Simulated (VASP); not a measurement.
# Rb2YCrC6N6 (Fm-3m) in VASP: single point with PBE

Aim: the single point of Rb2YCrC6N6 with PBE.

All numbers are computed with VASP 6.6.1; they aren't measurements. Logs are shortened: lines on timing, memory, paths and dates and some standing lists are left out, and cuts for length are marked.

### 1 The cell of the first run

Symmetry: Fm-3m, No. 225, cubic system. Conventional cell: a = 10.636 Å, b = 10.636 Å, c = 10.636 Å, α = 90.00°, β = 90.00°, γ = 90.00°. Within 5.0 Å of Rb (site symmetry -43m) lie 12 N at 3.79 Å and 12 C at 3.83 Å and 4 Y at 4.61 Å and 4 Cr at 4.61 Å. Within 2.9 Å of Y (site symmetry m-3m) lie 6 N at 2.21 Å. Cr (site symmetry m-3m) has 6 C at 1.94 Å within 2.6 Å. Within 1.6 Å of C (site symmetry 4mm) lie 1 N at 1.17 Å. Within 1.6 Å of N (site symmetry 4mm) lie 1 C at 1.17 Å.

### 2 Single point, PBE, collinear spin, ferromagnetic start

The input, INCAR:

```
SYSTEM = Rb2YCrC6N6
  PREC = Accurate
  ENCUT = 520
  EDIFF = 1E-6
  ISMEAR = 0
  SIGMA = 0.1
  LREAL = Auto
  LASPH = .True.
  NELM = 150
  ALGO = Normal
  ISIF = 2
  LWAVE = .False.
  LCHARG = .False.
  ISPIN = 2
  MAGMOM = 0 0 0 3 0 0 0 0 0 0 0 0 0 0 0 0
  LORBIT = 11
  LMAXMIX = 4
  GGA = PE
  NBANDS = 66
```

The input, KPOINTS:

```
Automatic mesh
0
Gamma
  4 4 4
  0 0 0
```

The input, POSCAR:

```
Rb2YCrC6N6
1.0
    0.0000000000      5.3180000000      5.3180000000
    5.3180000000      0.0000000000      5.3180000000
    5.3180000000      5.3180000000      0.0000000000
Rb Y Cr C N
2 1 1 6 6
Direct
    0.2500000000      0.2500000000      0.2500000000
    0.7500000000      0.7500000000      0.7500000000
    0.5000000000      0.5000000000      0.5000000000
    0.0000000000      0.0000000000      0.0000000000
    0.8177886400      0.1822113600      0.1822113600
    0.1822113600      0.8177886400      0.1822113600
    0.1822113600      0.1822113600      0.8177886400
    0.1822113600      0.8177886400      0.8177886400
    0.8177886400      0.1822113600      0.8177886400
    0.8177886400      0.8177886400      0.1822113600
    0.7077848800      0.2922151200      0.2922151200
    0.2922151200      0.7077848800      0.2922151200
    0.2922151200      0.2922151200      0.7077848800
    0.2922151200      0.7077848800      0.7077848800
    0.7077848800      0.2922151200      0.7077848800
    0.7077848800      0.7077848800      0.2922151200
```

Potentials or basis: VASP PAW PBE potentials, release 64 (Rb_sv, Y_sv, Cr_pv, C, N).

The run is started by

```sh
$ cat potpaw_PBE.64/Rb_sv/POTCAR potpaw_PBE.64/Y_sv/POTCAR potpaw_PBE.64/Cr_pv/POTCAR potpaw_PBE.64/C/POTCAR potpaw_PBE.64/N/POTCAR > POTCAR
$ mpirun -np 1 vasp_std > vasp.out
```

OUTCAR:

```text
SYSTEM = Rb2YCrC6N6
   PREC = Accurate
   ENCUT = 520
   EDIFF = 1E-6
   ISMEAR = 0
   LREAL = Auto
   LASPH = .True.
   NELM = 150
   ISIF = 2
   ISPIN = 2
   LORBIT = 11
   GGA = PE

 ion  position               nearest neighbor table
   1  0.250  0.250  0.250-  11 3.79  12 3.79  13 3.79  13 3.79  14 3.79  15 3.79  12 3.79  14 3.79
                            16 3.79  11 3.79  15 3.79  16 3.79   5 3.83   9 3.83  10 3.83   6 3.83
   2  0.750  0.750  0.750-  12 3.79  13 3.79  14 3.79  11 3.79  13 3.79  15 3.79  11 3.79  12 3.79
                            16 3.79  14 3.79  15 3.79  16 3.79   8 3.83   9 3.83  10 3.83   5 3.83
   3  0.500  0.500  0.500-  11 2.21  12 2.21  13 2.21  14 2.21  15 2.21  16 2.21   1 4.61   1 4.61
                             1 4.61   2 4.61   1 4.61   2 4.61   2 4.61   2 4.61
   4  0.000  0.000  0.000-   5 1.94   6 1.94   7 1.94   8 1.94   9 1.94  10 1.94
   5  0.818  0.182  0.182-  11 1.17   4 1.94   1 3.83   2 3.83   2 3.83   1 3.83
   6  0.182  0.818  0.182-  12 1.17   4 1.94   1 3.83   2 3.83   2 3.83   1 3.83
   7  0.182  0.182  0.818-  13 1.17   4 1.94   1 3.83   2 3.83   2 3.83   1 3.83
   8  0.182  0.818  0.818-  14 1.17   4 1.94   2 3.83   2 3.83   1 3.83   1 3.83
   9  0.818  0.182  0.818-  15 1.17   4 1.94   2 3.83   2 3.83   1 3.83   1 3.83
  10  0.818  0.818  0.182-  16 1.17   4 1.94   2 3.83   2 3.83   1 3.83   1 3.83
  11  0.708  0.292  0.292-   5 1.17   3 2.21   1 3.79   1 3.79   2 3.79   2 3.79
  12  0.292  0.708  0.292-   6 1.17   3 2.21   1 3.79   1 3.79   2 3.79   2 3.79
  13  0.292  0.292  0.708-   7 1.17   3 2.21   1 3.79   1 3.79   2 3.79   2 3.79
  14  0.292  0.708  0.708-   8 1.17   3 2.21   2 3.79   1 3.79   1 3.79   2 3.79
  15  0.708  0.292  0.708-   9 1.17   3 2.21   2 3.79   1 3.79   1 3.79   2 3.79
  16  0.708  0.708  0.292-  10 1.17   3 2.21   2 3.79   1 3.79   1 3.79   2 3.79

  LATTYP: Found a face centered cubic cell.
 ALAT       =    10.6360000000

  Lattice vectors:

 A1 = (   0.0000000000,   5.3180000000,   5.3180000000)
 A2 = (   5.3180000000,   0.0000000000,   5.3180000000)
 A3 = (   5.3180000000,   5.3180000000,   0.0000000000)

Analysis of symmetry for initial positions (statically):
=====================================================================
 Subroutine PRICEL returns:
 Original cell was already a primitive cell.

 Routine SETGRP: Setting up the symmetry group for a
 face centered cubic supercell.

 Subroutine GETGRP returns: Found 48 space group operations
 (whereof 48 operations were pure point group operations)
 out of a pool of 48 trial point group operations.

The static configuration has the point symmetry O_h .

Analysis of symmetry for dynamics (positions and initial velocities):
=====================================================================
 Subroutine PRICEL returns:
 Original cell was already a primitive cell.

 Routine SETGRP: Setting up the symmetry group for a
 face centered cubic supercell.

 Subroutine GETGRP returns: Found 48 space group operations
 (whereof 48 operations were pure point group operations)
 out of a pool of 48 trial point group operations.

The dynamic configuration has the point symmetry O_h .

Analysis of structural, dynamic, and magnetic symmetry:
=====================================================================
 Subroutine PRICEL returns:
 Original cell was already a primitive cell.

 Routine SETGRP: Setting up the symmetry group for a
 face centered cubic supercell.

 Subroutine GETGRP returns: Found 48 space group operations
 (whereof 48 operations were pure point group operations)
 out of a pool of 48 trial point group operations.

The overall configuration has the point symmetry O_h .

 Subroutine INISYM returns: Found 48 space group operations
 (whereof 48 operations are pure point group operations),
 and found     1 'primitive' translations

----------------------------------------------------------------------------------------

                                     Primitive cell

  volume of cell :     300.7980

  direct lattice vectors                    reciprocal lattice vectors
     0.000000000  5.318000000  5.318000000    -0.094020308  0.094020308  0.094020308
[... 86 lines left out ...]
   NGXF,Y,Z  is equivalent  to a cutoff of  24.76, 24.76, 24.76 a.u.
 SYSTEM =  Rb2YCrC6N6
   PREC   = accura    normal or accurate (medium, high low for compatibility)
   ISTART =      0    job   : 0-new  1-cont  2-samecut
   ICHARG =      2    charge: 1-file 2-atom 10-const
   ISPIN  =      2    spin polarized calculation?
   LNONCOLLINEAR =      F non collinear calculations
   LSORBIT =      F    spin-orbit coupling
   LASPH  =      T    aspherical Exc in radial PAW
   ENCUT  =  520.0 eV  38.22 Ry    6.18 a.u.  13.98 13.98 13.98*2*pi/ulx,y,z
   NELM   =    150;   NELMIN=  2; NELMDL= -5     # of ELM steps
   EDIFF  = 0.1E-05   stopping-criterion for ELM
   LREAL  =      T    real-space projection
   EDIFFG = 0.1E-04   stopping-criterion for IOM
   NSW    =      0    number of steps for IOM
   IBRION =     -1    ionic relax: 0-MD 1-quasi-New 2-CG
   NFREE  =      0    steps in history (QN), initial steepest desc. (CG)
   ISIF   =      2    stress and relaxation
   ISYM   =      2    0-nonsym 1-usesym 2-fastsym
   POTIM  = 0.5000    time-step for ionic-motion
   TEBEG  =    0.0;   TEEND  =   0.0 temperature during run
   PSTRESS=    0.0 pullay stress
   NELECT =      95.0000    total number of electrons
   NUPDOWN=      -1.0000    fix difference up-down
   EMIN   =  10.00;   EMAX   =-10.00  energy-range for DOS
   EFERMI =   0.00;   METHOD = LEGACY
   ISMEAR =     0;   SIGMA  =   0.10  broadening in eV -4-tet -1-fermi 0-gaus
   EFERMI_NEDOS =   21; number of points for ismear=-14 and -15
   IALGO  =     38    algorithm
   IMIX   =      4    mixing-type and parameters
     AMIX     =   0.40;   BMIX     =  1.00
     AMIX_MAG =   1.60;   BMIX_MAG =  1.00
  volume/ion in A,a.u.               =      18.80       126.87
  Fermi-wavevector in a.u.,A,eV,Ry     =   1.114870  2.106799 16.911170  1.242936
  Thomas-Fermi vector in A             =   2.251470
   LORBIT       =     11    0 simple, 1 ext, 2 COOP (PROOUT), +10 PAW based schemes
   GGA     = PE    functional components
   LHFCALC =     F    Hartree Fock is set to
   AEXX    =    0.0000 exact exchange contribution
   IVDW    =     0    specifies the selected vdW correction
   LEPSILON=     F    determine dielectric tensor
   LRPA    =     F    only Hartree local field effects (RPA)
 spin polarized calculation
 Gauss-broadening in eV      SIGMA  =   0.10
  energy-cutoff  :      520.00
  volume of cell :      300.80
 maximum number of plane-waves:      8144
   NGX = 27   NGY = 27   NGZ = 27

 number of electron      95.0000015 magnetization       0.9997875

 Free energy of the ion-electron system (eV)
  ---------------------------------------------------
  ext. energy  EPLUGINS =         0.00000000
  ---------------------------------------------------
  free energy    TOTEN  =      -127.89000185 eV

  energy without entropy =     -127.86805593  energy(sigma->0) =     -127.87902889

 E-fermi :   1.5501     XC(G=0):  -8.0350

 val. band max:        1.5435466411   @ k =   0.5000   0.0000   0.0000
 cond. band min:       1.6245184723   @ k =   0.5000   0.2500   0.0000
 fundamental gap:      0.0809718312
 Fermi energy:         1.5500839358

 spin component 1

 k-point     1 :       0.0000    0.0000    0.0000
  band No.  band energies     occupation
      1     -41.2000      1.00000
      2     -41.2000      1.00000
      3     -41.2000      1.00000
      4     -39.6785      1.00000
      5     -26.3150      1.00000
      6     -26.3132      1.00000
[... 485 lines left out ...]
     58       5.7074      0.00000
     59       5.7613      0.00000
 Fermi energy:         1.5500839358

 spin component 2

 k-point     1 :       0.0000    0.0000    0.0000
  band No.  band energies     occupation
      1     -40.3536      1.00000
      2     -40.3536      1.00000
      3     -40.3536      1.00000
      4     -39.6918      1.00000
      5     -26.3153      1.00000
      6     -26.3134      1.00000
[... 485 lines left out ...]
     58       5.9166      0.00000
     59       6.0593      0.00000
 [bands above 59 left out]

------------------------ aborting loop because EDIFF is reached ----------------------------------------

  FORCE on cell =-STRESS in cart. coord.  units (eV):
  Direction    XX          YY          ZZ          XY          YZ          ZX
  --------------------------------------------------------------------------------------
  -------------------------------------------------------------------------------------
  Total       14.2706572     14.2706572     14.2706572     -0.0000000     -0.0000000     -0.0000000
  in kB       76.0115451     76.0115451     76.0115451     -0.0000000     -0.0000000     -0.0000000
  external PRESSURE =      76.0115451 kB  Pullay stress =       0.0000000 kB

 VOLUME and BASIS-vectors are now :
 -----------------------------------------------------------------------------
  energy-cutoff  :      520.00
  volume of cell :      300.80
      direct lattice vectors                 reciprocal lattice vectors
     0.000000000  5.318000000  5.318000000    -0.094020308  0.094020308  0.094020308
     5.318000000  0.000000000  5.318000000     0.094020308 -0.094020308  0.094020308
     5.318000000  5.318000000  0.000000000     0.094020308  0.094020308 -0.094020308

 POSITION                                       TOTAL-FORCE (eV/Angst)
 -----------------------------------------------------------------------------------
      2.65900      2.65900      2.65900         0.000000      0.000000     -0.000000
      7.97700      7.97700      7.97700         0.000000      0.000000     -0.000000
      5.31800      5.31800      5.31800         0.000000      0.000000     -0.000000
      0.00000      0.00000      0.00000         0.000000      0.000000     -0.000000
      1.93800      5.31800      5.31800        -2.316986      0.000000     -0.000000
      5.31800      1.93800      5.31800         0.000000     -2.316986     -0.000000
[... 8 lines left out ...]
      5.31800      7.52800      5.31800         0.000000     -0.924188     -0.000000
      5.31800      5.31800      7.52800         0.000000      0.000000     -0.924188
 -----------------------------------------------------------------------------------
    total drift:                               -0.000000     -0.000000      0.000000

  FREE ENERGIE OF THE ION-ELECTRON SYSTEM (eV)
  ---------------------------------------------------
  free  energy   TOTEN  =      -127.8900018502 eV

  energy  without entropy=     -127.8680559312  energy(sigma->0) =     -127.87902889

 total charge

# of ion       s       p       d       f       tot
--------------------------------------------------
    1        1.930   5.354   0.006   0.000   7.291
    2        1.930   5.354   0.006   0.000   7.291
    3        2.220   6.748   1.145   0.188  10.301
    4        0.390   6.604   4.453   0.000  11.447
    5        0.971   1.628   0.000   0.000   2.599
    6        0.971   1.628   0.000   0.000   2.599
[... 8 lines left out ...]
   15        1.312   2.642   0.000   0.000   3.954
   16        1.312   2.642   0.000   0.000   3.954
--------------------------------------------------
tot         20.172  49.678   5.610   0.188  75.648

 magnetization (x)

# of ion       s       p       d       f       tot
--------------------------------------------------
    1        0.000  -0.000  -0.000   0.000  -0.000
    2        0.000  -0.000  -0.000   0.000  -0.000
    3       -0.001  -0.003  -0.027   0.001  -0.030
    4        0.005   0.014   0.862   0.000   0.881
    5       -0.004  -0.017   0.000   0.000  -0.021
    6       -0.004  -0.017   0.000   0.000  -0.021
[... 8 lines left out ...]
   15        0.001   0.031   0.000   0.000   0.032
   16        0.001   0.031   0.000   0.000   0.032
--------------------------------------------------
tot         -0.015   0.096   0.835   0.001   0.917
```

It took 23 min on 1 thread of Intel Xeon 8259CL, shared host; peak memory 0.7 GiB.

What came out:

```yaml
Free_energy: -127.8900 eV
Pressure: 7.6 GPa
Largest_force: 2.317 eV/Å
Band_gap_on_the_k_mesh: zero (filled and empty bands overlap)
Net_moment: 1.00 μB per cell
Site_moments: Rb -0.00; Y -0.03; Cr +0.88; C -0.02; N +0.03 μB
Valence_electrons_inside_the_program's_atomic_spheres: Rb 7.29; Y 10.30; Cr 11.45; C 2.60; N 3.95
```

Forces in eV/Å, atoms in the order of the input:
```
Rb   0.000  0.000  0.000
Rb   0.000  0.000  0.000
Y    0.000  0.000  0.000
Cr   0.000  0.000  0.000
C   -2.317  0.000  0.000
C    0.000 -2.317  0.000
C    0.000  0.000 -2.317
C    2.317  0.000  0.000
C    0.000  2.317  0.000
C    0.000  0.000  2.317
N    0.924  0.000  0.000
N    0.000  0.924  0.000
N    0.000  0.000  0.924
N   -0.924  0.000  0.000
N    0.000 -0.924  0.000
N    0.000  0.000 -0.924
```

Caveat: the cell stands under pressure; a cell with one magnetic atom can't hold antiferromagnetic order, which such compounds often take; forces of over 1 eV/Å act on the atoms, so gaps and moduli don't describe the material at rest. With open d or f shells a metallic result of PBE can be an artefact of self-interaction; +U or a hybrid may open a gap.

The gap in the log of VASP goes by the Fermi energy; the results here count the filled bands.